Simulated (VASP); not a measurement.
Here is a VASP 6.6.1 calculation.

File INCAR:

```
PREC = Accurate
ENCUT = 400
EDIFF = 1E-8
ISMEAR = -1
SIGMA = 0.03
LREAL = F
LASPH = T
NELM = 120
ALGO = Normal
ISIF = 2
LWAVE = F
LCHARG = F
GGA = PS
LEFG = T
NBANDS = 12
GGA_COMPAT = F
```

The input KPOINTS:

```
Automatic mesh
0
Gamma
  15 15 15
```

The input POSCAR:

```
Ag
1.0
    0.0000000000      2.0431000000      2.0635310000
    2.0431000000      0.0000000000      2.0635310000
    2.0431000000      2.0431000000      0.0000000000
Ag
1
Direct
    0.0000000000      0.0000000000      0.0000000000
```

Potentials or basis: VASP PAW PBE potentials, release 64 (Ag).

Run with:

```bash
$ cat potpaw_PBE.64/Ag/POTCAR > POTCAR
$ mpirun -np 1 vasp_std > vasp.out
```

Task: Predict the pressure.

Result: -4.2 GPa.

Electric field gradients, principal values (V/Å²):
| atom | least | middle | greatest (by size) |
| --- | --- | --- | --- |
| 1 Ag | 0.341 | 0.344 | -0.685 |

Caveat: the cell differs from its parent crystal (zz strain of +1 %); without QUAD_EFG the Cq values of the log hold for a quadrupole moment of 1 mb, not for the nuclei; the PAW data sets were made with another functional, which shifts forces and pressure a little.
